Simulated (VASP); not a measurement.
# Si (a cell with a defect) in VASP: further runs, part 2 of 2

VASP 6.6.1. Earlier steps stand in the parts before.

**4. Single point, r2SCAN**

Contents of POSCAR:

```
Si
1.0
    0.0000000000      5.4437023800     -5.4437023800
    5.4437023800      5.4437023800      0.0000000000
    5.4437023800      0.0000000000     -5.4437023800
Si
15
Direct
   -0.2268195272      0.2422731641      0.2422731641
    0.1285374275      0.6214626120      0.1285374275
    0.6214626120      0.1285374275      0.1285374275
    0.6214626120      0.6214626120      0.1285374275
    0.1285374275      0.1285374275      0.6214626120
    0.1285374275      0.6214626120      0.6214626120
    0.6214626120      0.1285374275      0.6214626120
    0.6250000023      0.6250000023      0.6250000023
    0.2422731641      0.7731804030      0.2422731641
    0.2422731641      0.2422731641      0.2422731641
    0.7501326698      0.7501326698      0.2496019997
    0.2496019997      0.7501326698      0.7501326698
    0.2422731641      0.2422731641      0.7731804030
    0.7501326698      0.7501326698      0.7501326698
    0.7501326698      0.2496019997      0.7501326698
```

Contents of INCAR.step1:

```
SYSTEM = Si
PREC = Accurate
ENCUT = 520
ISMEAR = 0
SIGMA = 0.02
LREAL = Auto
LASPH = .TRUE.
NELM = 100
NELECT = 62.0
NBANDS = 43
GGA = PE
ALGO = Normal
EDIFF = 1E-4
LWAVE = .TRUE.
LCHARG = .FALSE.
```

Contents of INCAR.step2:

```
SYSTEM = Si
PREC = Accurate
ENCUT = 520
EDIFF = 1E-7
ISMEAR = 0
SIGMA = 0.02
LREAL = Auto
LASPH = .TRUE.
NELM = 100
ALGO = Normal
ISIF = 2
LWAVE = .FALSE.
LCHARG = .FALSE.
METAGGA = R2SCAN
LMIXTAU = .TRUE.
NELECT = 62.0
NBANDS = 43
ISTART = 1
```

Contents of KPOINTS:

```
Automatic mesh
0
G
  2 2 2
  0 0 0
```

Potentials or basis: VASP PAW PBE potentials, release 64 (Si).

Started as:

```bash
> cat potpaw_PBE.64/Si/POTCAR > POTCAR
> cp INCAR.step1 INCAR
> mpirun -np 1 vasp_std > vasp.out
> cp INCAR.step2 INCAR
> mpirun -np 1 vasp_std > vasp.out
```

OUTCAR:

```text
SYSTEM = Si
   PREC = Accurate
   ENCUT = 520
   EDIFF = 1E-7
   ISMEAR = 0
   LREAL = Auto
   LASPH = .TRUE.
   NELM = 100
   ISIF = 2
   METAGGA = R2SCAN
   NELECT = 62.0
   ISTART = 1

 ion  position               nearest neighbor table
   1  0.773  0.242  0.242-   3 2.39   4 2.39   7 2.39
   2  0.129  0.621  0.129-  11 2.38  12 2.38   9 2.39  10 2.39
   3  0.621  0.129  0.129-  11 2.38  15 2.38   1 2.39  10 2.39
   4  0.621  0.621  0.129-  11 2.38  14 2.38   9 2.39   1 2.39
   5  0.129  0.129  0.621-  12 2.38  15 2.38  13 2.39  10 2.39
   6  0.129  0.621  0.621-  12 2.38  14 2.38  13 2.39   9 2.39
   7  0.621  0.129  0.621-  15 2.38  14 2.38  13 2.39   1 2.39
   8  0.625  0.625  0.625-  14 2.36  12 2.36  11 2.36  15 2.36
   9  0.242  0.773  0.242-   2 2.39   4 2.39   6 2.39
  10  0.242  0.242  0.242-   2 2.39   3 2.39   5 2.39
  11  0.750  0.750  0.250-   8 2.36   4 2.38   2 2.38   3 2.38
  12  0.250  0.750  0.750-   8 2.36   6 2.38   2 2.38   5 2.38
  13  0.242  0.242  0.773-   5 2.39   6 2.39   7 2.39
  14  0.750  0.750  0.750-   8 2.36   6 2.38   7 2.38   4 2.38
[... 338 lines left out ...]

  FORCE on cell =-STRESS in cart. coord.  units (eV):
  Direction    XX          YY          ZZ          XY          YZ          ZX
  --------------------------------------------------------------------------------------
  -------------------------------------------------------------------------------------
  Total       11.7904847     11.7904847     11.7904847     -0.0000000      0.0000000     -0.0000000
  in kB       58.5503002     58.5503002     58.5503002     -0.0000000      0.0000000     -0.0000000
  external PRESSURE =      58.5503002 kB  Pullay stress =       0.0000000 kB

 VOLUME and BASIS-vectors are now :
 -----------------------------------------------------------------------------
  energy-cutoff  :      520.00
  volume of cell :      322.64
      direct lattice vectors                 reciprocal lattice vectors
     0.000000000  5.443702380 -5.443702380    -0.091849254  0.091849254 -0.091849254
     5.443702380  5.443702380  0.000000000     0.091849254  0.091849254  0.091849254
     5.443702380  0.000000000 -5.443702380     0.091849254 -0.091849254 -0.091849254

 POSITION                                       TOTAL-FORCE (eV/Angst)
 -----------------------------------------------------------------------------------
      2.63773      5.52783     -5.52783         0.013064     -0.013064      0.013064
      4.08278      4.08278     -1.39944         0.000000      0.000000      0.010202
      1.39944      4.08278     -4.08278        -0.010202      0.000000     -0.000000
      4.08278      6.76612     -4.08278         0.000000      0.010202     -0.000000
      4.08278      1.39944     -4.08278         0.000000     -0.010202     -0.000000
      6.76612      4.08278     -4.08278         0.010202      0.000000     -0.000000
      4.08278      4.08278     -6.76612         0.000000      0.000000     -0.010202
      6.80463      6.80463     -6.80463         0.000000     -0.000000     -0.000000
      5.52783      5.52783     -2.63773        -0.013064     -0.013064     -0.013064
      2.63773      2.63773     -2.63773         0.013064      0.013064     -0.013064
      5.44226      8.16700     -5.44226         0.003407     -0.003407     -0.003407
      8.16700      5.44226     -5.44226        -0.003407      0.003407     -0.003407
      5.52783      2.63773     -5.52783        -0.013064      0.013064      0.013064
      8.16700      8.16700     -8.16700        -0.003407     -0.003407      0.003407
      5.44226      5.44226     -8.16700         0.003407      0.003407      0.003407
 -----------------------------------------------------------------------------------
    total drift:                                0.000153      0.000113     -0.000113

  FREE ENERGIE OF THE ION-ELECTRON SYSTEM (eV)
  ---------------------------------------------------
  free  energy   TOTEN  =      -115.8013736276 eV

  energy  without entropy=     -115.7972871214  energy(sigma->0) =     -115.79933037
```

OUTCAR.step1:

```text
SYSTEM = Si
   PREC = Accurate
   ENCUT = 520
   ISMEAR = 0
   LREAL = Auto
   LASPH = .TRUE.
   NELM = 100
   NELECT = 62.0
[... 388 lines left out ...]
      5.52783      2.63773     -5.52783         0.090709     -0.090709     -0.090709
      8.16700      8.16700     -8.16700         0.002620      0.002620     -0.002620
      5.44226      5.44226     -8.16700        -0.002620     -0.002620     -0.002620
 -----------------------------------------------------------------------------------
    total drift:                                0.000177      0.000135     -0.000135

  FREE ENERGIE OF THE ION-ELECTRON SYSTEM (eV)
  ---------------------------------------------------
  free  energy   TOTEN  =       -66.0277996172 eV

  energy  without entropy=      -66.0239216078  energy(sigma->0) =      -66.02586061
```

Run time: 7 min. Hardware: 1 thread of AMD EPYC 7R43 (Zen 3), shared host; peak memory 0.45 GiB.

What came out:

```
Free energy   : -115.8014 eV
Largest force : 0.023 eV/Å
```

Forces in eV/Å, atoms in the order of the input:
```
Si   0.013 -0.013  0.013
Si   0.000  0.000  0.010
Si  -0.010  0.000  0.000
Si   0.000  0.010  0.000
Si   0.000 -0.010  0.000
Si   0.010  0.000  0.000
Si   0.000  0.000 -0.010
Si   0.000  0.000  0.000
Si  -0.013 -0.013 -0.013
Si   0.013  0.013 -0.013
Si   0.003 -0.003 -0.003
Si  -0.003  0.003 -0.003
Si  -0.013  0.013  0.013
Si  -0.003 -0.003  0.003
Si   0.003  0.003  0.003
```

Caveat: the k points lie up to 0.50 Å⁻¹ apart; the cell carries a net charge on a neutralising background, which shifts energy and pressure; the cell is charged against a uniform background, so pressure and absolute levels hang on convention; the PAW data sets were made with another functional, which shifts forces and pressure a little.
